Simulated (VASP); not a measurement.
A run of VASP 6.6.1:

INCAR

```
PREC     = Accurate       # precision mode
ENCUT    = 450            # plane-wave cutoff, eV
EDIFF    = 1E-7           # SCF threshold, eV
ISMEAR   = 0              # smearing method
SIGMA    = 0.1            # smearing width, eV
LREAL    = False          # projectors in reciprocal space
LASPH    = True           # aspherical terms in the spheres
NELM     = 120            # most SCF steps
ALGO     = Normal         # electronic algorithm
ISIF     = 2              # what is computed and relaxed
LWAVE    = False          # write WAVECAR
LCHARG   = False          # write CHGCAR
LDIPOL   = True         
IDIPOL   = 3            
DIPOL    = 0.5 0.5 0.335
GGA      = PE             # functional
IBRION   = 2              # ionic algorithm
NSW      = 36             # ionic steps
EDIFFG   = -0.025         # ionic threshold
GGA_COMPAT= False        
NELMIN   = 4            
NELMDL   = -8           
KPAR     = 4
```

KPOINTS

```
Automatic mesh
0
Gamma
  7 5 1
```

File POSCAR:

```
Ge6Cl
1.0
    4.0740542216      0.0000000000      0.0000000000
    0.0000000000      5.7615827340      0.0000000000
    0.0000000000      0.0000000000     19.5242196567
Ge Cl
6 1
Selective dynamics
Direct
    0.5000000000      0.0000000000      0.2048737450  F F F
    0.0000000000      0.2500000000      0.2048737450  F F F
    0.0000000000      0.5005156580      0.3087424243  F F F
    0.5000000000      0.7494843420      0.3087424243  F F F
    0.5000000000      0.0069199668      0.4109879830  F F F
    0.0000000000      0.2430800332      0.4109879830  F F F
    1.0000000000      0.5069199668      0.4980423386  F F T
```

Potentials or basis: VASP PAW PBE potentials, release 64 (Ge_d, Cl).

Launch:

```sh
$ cat potpaw_PBE.64/Ge_d/POTCAR potpaw_PBE.64/Cl/POTCAR > POTCAR
$ mpirun -np 4 vasp_std > vasp.out
```

Hardware: 4 MPI ranks on Intel(R) Xeon(R) 6975P-C (Granite Rapids) (shared host).

Estimate the wall time of this run.

It took 3.1 min on 4 MPI ranks on Intel(R) Xeon(R) 6975P-C (Granite Rapids), on a shared host, peak memory 0.53 GiB a rank. Counts: scf iterations 67, k points 12, ion steps 3.
